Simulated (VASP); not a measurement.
Here is a VASP 6.6.1 calculation.

File POSCAR:

```
ZrB2
1.0
    3.2088883613      0.0000000000      0.0000000000
   -1.6044441807      2.7789788388      0.0000000000
    0.0000000000      0.0000000000      3.5993316500
Zr B
1 2
Direct
    0.0000000000      0.0000000000      0.0000000000
    0.3333333333      0.6666666667      0.5000000000
    0.6666666667      0.3333333333      0.5000000000
```

File INCAR.step1:

```
SYSTEM = ZrB2
ALGO = Normal
EDIFF = 1E-4
ENCUT = 520
GGA = PE
ISMEAR = -1
LASPH = .True.
LCHARG = .False.
LREAL = .False.
LWAVE = .True.
NBANDS = 16
NELM = 80
PREC = Accurate
SIGMA = 0.1
```

File INCAR.step2:

```
SYSTEM = ZrB2
ALGO = Normal
EDIFF = 1E-6
ENCUT = 520
ISIF = 2
ISMEAR = -1
ISTART = 1
LASPH = .True.
LCHARG = .False.
LMIXTAU = .True.
LREAL = .False.
LWAVE = .False.
METAGGA = R2SCAN
NBANDS = 16
NELM = 80
PREC = Accurate
SIGMA = 0.1
```

Contents of KPOINTS:

```
k-points
0
Gamma
  12 12 10
  0 0 0
```

Potentials or basis: VASP PAW PBE potentials, release 64 (Zr_sv, B).

Command:

```bash
$ cat potpaw_PBE.64/Zr_sv/POTCAR potpaw_PBE.64/B/POTCAR > POTCAR
$ cp INCAR.step1 INCAR
$ mpirun -np 1 vasp_std > vasp.out
$ cp INCAR.step2 INCAR
$ mpirun -np 1 vasp_std > vasp.out
```

(1) Estimate the pressure.

(2) Predict the band gap on the k mesh.

Answers

(1) -8.8 GPa.

(2) zero (band 9 reaches 10.74 eV, above the bottom of band 10 at 9.59 eV).

Caveat: the PAW data sets were made with another functional, which shifts forces and pressure a little.
